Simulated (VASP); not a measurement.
# SnSe (rocksalt type) (Fm-3m) in VASP: further runs, part 2 of 2

VASP 6.6.1. The steps go on from the part before.

**4. Single point, r2SCAN**

This run uses another cell than the first one, of 27.26 Å³/atom.

Contents of POSCAR:

```
SnSe
1.0
    0.0000000000      3.0094532671      3.0094532671
    3.0094532671      0.0000000000      3.0094532671
    3.0094532671      3.0094532671      0.0000000000
Sn Se
1 1
Direct
    0.0000000000      0.0000000000      0.0000000000
    0.5000000000      0.5000000000      0.5000000000
```

Contents of INCAR.step1:

```
PREC     = Accurate       # precision mode
ENCUT    = 520            # plane-wave cutoff, eV
ISMEAR   = -1             # smearing method
SIGMA    = 0.1            # smearing width, eV
LREAL    = False          # projectors in reciprocal space
LASPH    = True           # aspherical terms in the spheres
NELM     = 100            # most SCF steps
NBANDS   = 17             # bands
GGA      = PE             # functional
ALGO     = Normal         # electronic algorithm
EDIFF    = 1E-4           # SCF threshold, eV
LWAVE    = True           # write WAVECAR
LCHARG   = False          # write CHGCAR
```

Contents of INCAR.step2:

```
PREC     = Accurate       # precision mode
ENCUT    = 520            # plane-wave cutoff, eV
EDIFF    = 1E-7           # SCF threshold, eV
ISMEAR   = -1             # smearing method
SIGMA    = 0.1            # smearing width, eV
LREAL    = False          # projectors in reciprocal space
LASPH    = True           # aspherical terms in the spheres
NELM     = 100            # most SCF steps
ALGO     = Normal         # electronic algorithm
ISIF     = 2              # what is computed and relaxed
LWAVE    = False          # write WAVECAR
LCHARG   = False          # write CHGCAR
METAGGA  = R2SCAN         # meta-GGA
LMIXTAU  = True         
NBANDS   = 17             # bands
ISTART   = 1
```

Contents of KPOINTS:

```
regular mesh
0
Gamma
  12 12 12
```

Potentials or basis: VASP PAW PBE potentials, release 64 (Sn_d, Se).

Launch:

```console
cat potpaw_PBE.64/Sn_d/POTCAR potpaw_PBE.64/Se/POTCAR > POTCAR
cp INCAR.step1 INCAR
mpirun -np 1 vasp_std > vasp.out
cp INCAR.step2 INCAR
mpirun -np 1 vasp_std > vasp.out
```

OUTCAR:

```text
PREC = Accurate
   ENCUT = 520
   EDIFF = 1E-7
   ISMEAR = -1
   LREAL = False
   LASPH = True
   NELM = 100
   ISIF = 2
   METAGGA = R2SCAN
   ISTART = 1

 ion  position               nearest neighbor table
   1  0.000  0.000  0.000-   2 3.01   2 3.01   2 3.01   2 3.01   2 3.01   2 3.01
   2  0.500  0.500  0.500-   1 3.01   1 3.01   1 3.01   1 3.01   1 3.01   1 3.01

  LATTYP: Found a face centered cubic cell.
 ALAT       =     6.0189065342

  Lattice vectors:

 A1 = (   0.0000000000,   3.0094532671,   3.0094532671)
 A2 = (   3.0094532671,   0.0000000000,   3.0094532671)
 A3 = (   3.0094532671,   3.0094532671,   0.0000000000)

Analysis of symmetry for initial positions (statically):
=====================================================================
 Subroutine PRICEL returns:
 Original cell was already a primitive cell.

 Routine SETGRP: Setting up the symmetry group for a
 face centered cubic supercell.

 Subroutine GETGRP returns: Found 48 space group operations
[... 159 lines left out ...]
  ---------------------------------------------------
  free energy    TOTEN  =       -39.87389751 eV

  energy without entropy =      -39.87131833  energy(sigma->0) =      -39.87260792

 E-fermi :   5.8358     XC(G=0): -10.1899

 val. band max:        5.7174621981   @ k =   0.5000   0.0000   0.0000
 cond. band min:       6.0854817304   @ k =  -0.4167   0.0833   0.0000
 fundamental gap:      0.3680195323
 Fermi energy:         5.8358030965

 k-point     1 :       0.0000    0.0000    0.0000
  band No.  band energies     occupation
      1     -16.8314      2.00000
      2     -16.8314      2.00000
      3     -16.8293      2.00000
      4     -16.8293      2.00000
      5     -16.8293      2.00000
      6      -9.0080      2.00000
[... 457 lines left out ...]
      4     -16.8188      2.00000
      5     -16.8165      2.00000
      6      -7.9423      2.00000
[... 9 lines left out ...]
     16      15.1796      0.00000
     17      17.6493      0.00000

 [... further k-points ...]

------------------------ aborting loop because EDIFF is reached ----------------------------------------

  FORCE on cell =-STRESS in cart. coord.  units (eV):
  Direction    XX          YY          ZZ          XY          YZ          ZX
  --------------------------------------------------------------------------------------
  -------------------------------------------------------------------------------------
  Total        0.0087891      0.0087891      0.0087891      0.0000000      0.0000000      0.0000000
  in kB        0.2583216      0.2583216      0.2583216      0.0000000      0.0000000      0.0000000
  external PRESSURE =       0.2583216 kB  Pullay stress =       0.0000000 kB

 VOLUME and BASIS-vectors are now :
 -----------------------------------------------------------------------------
  energy-cutoff  :      520.00
  volume of cell :       54.51
      direct lattice vectors                 reciprocal lattice vectors
     0.000000000  3.009453267  3.009453267    -0.166143135  0.166143135  0.166143135
     3.009453267  0.000000000  3.009453267     0.166143135 -0.166143135  0.166143135
     3.009453267  3.009453267  0.000000000     0.166143135  0.166143135 -0.166143135

 POSITION                                       TOTAL-FORCE (eV/Angst)
 -----------------------------------------------------------------------------------
      0.00000      0.00000      0.00000         0.000000     -0.000000      0.000000
      3.00945      3.00945      3.00945        -0.000000      0.000000     -0.000000
 -----------------------------------------------------------------------------------
    total drift:                                0.000000     -0.000000     -0.000000

  FREE ENERGIE OF THE ION-ELECTRON SYSTEM (eV)
  ---------------------------------------------------
  free  energy   TOTEN  =       -39.8738975148 eV

  energy  without entropy=      -39.8713183250  energy(sigma->0) =      -39.87260792
```

OUTCAR.step1:

```text
PREC = Accurate
   ENCUT = 520
   ISMEAR = -1
   LREAL = False
   LASPH = True
[... 700 lines left out ...]
      0.00000      0.00000      0.00000         0.000000      0.000000      0.000000
      3.00945      3.00945      3.00945        -0.000000     -0.000000     -0.000000
 -----------------------------------------------------------------------------------
    total drift:                                0.000000     -0.000000     -0.000000

  FREE ENERGIE OF THE ION-ELECTRON SYSTEM (eV)
  ---------------------------------------------------
  free  energy   TOTEN  =        -8.2120942584 eV

  energy  without entropy=       -8.2080006780  energy(sigma->0) =       -8.21004747
```

OSZICAR.step1:

```text
N       E                     dE             d eps       ncg     rms          rms(c)
DAV:   1     0.132182317377E+03    0.13218E+03   -0.97747E+03  2466   0.143E+03
DAV:   2     0.399236593606E+01   -0.12819E+03   -0.12445E+03  2674   0.345E+02
DAV:   3    -0.807826137370E+01   -0.12071E+02   -0.11981E+02  2889   0.925E+01
DAV:   4    -0.838906223750E+01   -0.31080E+00   -0.31056E+00  3045   0.158E+01
DAV:   5    -0.839777800757E+01   -0.87158E-02   -0.87152E-02  3513   0.257E+00    0.306E+00
DAV:   6    -0.821101795944E+01    0.18676E+00   -0.45838E-01  3522   0.388E+00    0.181E+00
DAV:   7    -0.820994800001E+01    0.10700E-02   -0.83216E-02  2860   0.128E+00    0.912E-01
DAV:   8    -0.821225379007E+01   -0.23058E-02   -0.91100E-03  3008   0.842E-01    0.128E-01
DAV:   9    -0.821201585533E+01    0.23793E-03   -0.14780E-03  3353   0.312E-01    0.535E-02
DAV:  10    -0.821209425837E+01   -0.78403E-04   -0.18764E-04  2879   0.775E-02
   1 F= -.82120943E+01 E0= -.82100475E+01  d E =-.409358E-02
```

Wall time 69 s (1 thread of Intel Xeon 6975P-C (Granite Rapids), shared host); peak memory 0.23 GiB.

Results:

| Item | Value |
| --- | --- |
| Free energy | -39.8739 eV |
| Pressure | 0.0 GPa |
| Band gap on the k mesh | 0.37 eV (least direct gap 0.46 eV) |

Caveat: semilocal functionals underestimate gaps, and a narrow one can read as zero; the PAW data sets were made with another functional, which shifts forces and pressure a little; spin-orbit coupling is left out, which moves the levels of the heavy elements.

**5. The runs side by side**

```csv
cell,gap on the mesh (eV),pressure (GPa)
"a = 4.078 Å, angles 60.0°, 2 atoms",0.36,8.9
"a = 4.169 Å, angles 60.0°, 2 atoms",0.40,3.8
"a = 4.256 Å, angles 60.0°, 2 atoms",0.37,0.0
```

Alike in all rows: task single point; level r2SCAN; potentials or basis VASP PAW PBE potentials, release 64 (Sn_d, Se); no spin polarisation; k mesh 12 × 12 × 12; cutoff (eV) 520; smearing fermi-dirac 0.1 eV.

Caveats: semilocal functionals underestimate gaps, and a narrow one can read as zero; the PAW data sets were made with another functional, which shifts forces and pressure a little; spin-orbit coupling is left out, which moves the levels of the heavy elements; the cell stands under pressure (at least some runs).

Absolute energies hang on the potentials; compare differences alone.
